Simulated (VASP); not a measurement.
Write the native input for VASP 6.6.1 that does the following.

* Task: single point
* Functional: LDA
* Potentials or basis: VASP PAW LDA potentials, release 64 (Os)
* Cutoff: 520 eV
* k mesh: 11 × 11 × 11
* Occupations: fermi-dirac, width 0.1 eV
* Spin: no spin polarisation
* Dipole correction: no
* Further INCAR settings: ALGO = Normal; EDIFF = 1e-06; NBANDS = 15

The structure of Os lies in POSCAR:

```
Os
1.0
    0.0000000000      2.7723341897      2.7723341897
    2.7723341897      0.0000000000      2.7723341897
    2.7723341897      2.7723341897      0.0000000000
Os
2
Direct
    0.1250000000      0.1250000000      0.1250000000
    0.8750000000      0.8750000000      0.8750000000
```

This isn't the form of Os at room conditions, which is hcp.

One way to write it, as run:

INCAR

```
PREC = Accurate ; ENCUT = 520
EDIFF = 1E-6 ; ISMEAR = -1
SIGMA = 0.1 ; LREAL = F
LASPH = T ; NELM = 80
ALGO = Normal ; ISIF = 2
LWAVE = F ; LCHARG = F
GGA = CA ; NBANDS = 15
```

KPOINTS

```
Automatic mesh
0
Gamma
  11 11 11
```

Potentials or basis: VASP PAW LDA potentials, release 64 (Os).

Launch:

```sh
$ cat potpaw_LDA.64/Os/POTCAR > POTCAR
$ mpirun -np 1 vasp_std > vasp.out
```

It gave:

```
Pressure               : -9.6 GPa
Band gap on the k mesh : zero (bands 8 and 9 overlap by 1.04 eV)
```

Caveat: the cell stands under tension; spin-orbit coupling is left out, which moves the levels of the heavy elements.

Wall time 48 s on 1 thread of Intel Xeon 8259CL, with other jobs on the host, peak memory 0.17 GiB.
